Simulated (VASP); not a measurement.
Input of a VASP 6.6.1 run:

Contents of INCAR:

```
SYSTEM = GaSb
ALGO = Normal ; EDIFF = 1E-6
ENCUT = 520 ; GGA = PE
ISIF = 2 ; ISMEAR = 0
LASPH = .TRUE. ; LCHARG = .FALSE.
LREAL = .FALSE. ; LWAVE = .FALSE.
NBANDS = 26 ; NELM = 60
PREC = Accurate ; SIGMA = 0.1
```

Contents of KPOINTS:

```
k-points
0
G
  12 12 8
  0 0 0
```

File POSCAR:

```
GaSb
1.0
    3.0581679758      3.0581679758      0.0000000000
   -3.0581679758      3.0581679758      0.0000000000
    0.0000000000      0.0000000000      6.5884164829
Ga Sb
2 2
Direct
    0.0000000000      0.0000000000      0.0000000000
    0.5000000000      0.5000000000      0.5000000000
    0.5000000000      0.0000000000      0.2500000000
    0.0000000000      0.5000000000      0.7500000000
```

Potentials or basis: VASP PAW PBE potentials, release 64 (Ga_d, Sb).

Run with:

```sh
$ cat potpaw_PBE.64/Ga_d/POTCAR potpaw_PBE.64/Sb/POTCAR > POTCAR
$ mpirun -np 1 vasp_std > vasp.out
```

(1) Estimate the band gap on the k mesh.

(2) Predict the pressure.

## Answers

(1) zero (filled and empty bands touch).

(2) -1.1 GPa.

Caveat: the cell differs from its parent crystal (uniaxial strain along c: +6.0 %, then relaxed in part); semilocal functionals underestimate gaps, so a narrow gap can read as zero; spin-orbit coupling is left out, which moves the levels of the heavy elements.
